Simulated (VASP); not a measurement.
Crystal: InReSe4.

```
In Re Se
1.0
     0.00000    4.17904    4.17904
     4.17904    0.00000    4.17904
     4.17904    4.17904    0.00000
In Re Se
1 1 4
Cartesian
  0.0000 0.0000 0.0000
  6.2686 6.2686 6.2686
  3.1383 5.2198 5.2198
  3.1383 3.1383 3.1383
  5.2198 3.1383 5.2198
  5.2198 5.2198 3.1383
```

The cell was generated, and may not be a known phase.

* Program: VASP 6.6.1
* Task: relaxation of cell and atoms
* Functional: PBE
* Potentials or basis: VASP PAW PBE potentials, release 64 (In_d, Re, Se)
* Cutoff: 600 eV
* k mesh: 8 × 8 × 8
* Occupations: gaussian, width 0.1 eV
* Spin: collinear spin
* Starting moments: [0.0, 4.51, 0.0, 0.0, 0.0, 0.0] μB

At the start: pressure -1.9 GPa; volume 24.33 Å³/atom.

Problem. How do energy, volume and symmetry change on relaxing?

Solution. Over 6 steps the energy falls by 8.2 meV/atom and the volume is 23.09 Å³/atom (-5.1 %); space group F-43m (No. 216, to 0.1 Å) before and after; moment 4.56 μB per cell.

Step by step:
```tsv
step	energy change (eV)	largest force (eV/Å)	pressure (GPa)	volume (Å³)
1	0.0000	0.1054	-1.93	145.97
2	-0.0460	0.0911	-0.33	139.88
3	-0.0475	0.0885	0.04	138.65
4	-0.0475	0.0882	0.08	138.50
5	-0.0487	0.0451	0.06	138.52
6	-0.0492	0.0003	0.04	138.55
```

Final structure:
```xyz
6
Lattice="0.0000 4.1070 4.1070 4.1070 0.0000 4.1070 4.1070 4.1070 0.0000" Properties=species:S:1:pos:R:3 pbc="T T T"
In    8.2139    4.1070    4.1070
Re    6.1604    6.1604    6.1604
Se    3.0933    5.1207    5.1207
Se    3.0933    3.0933    3.0933
Se    5.1207    3.0933    5.1207
Se    5.1207    5.1207    3.0933
```
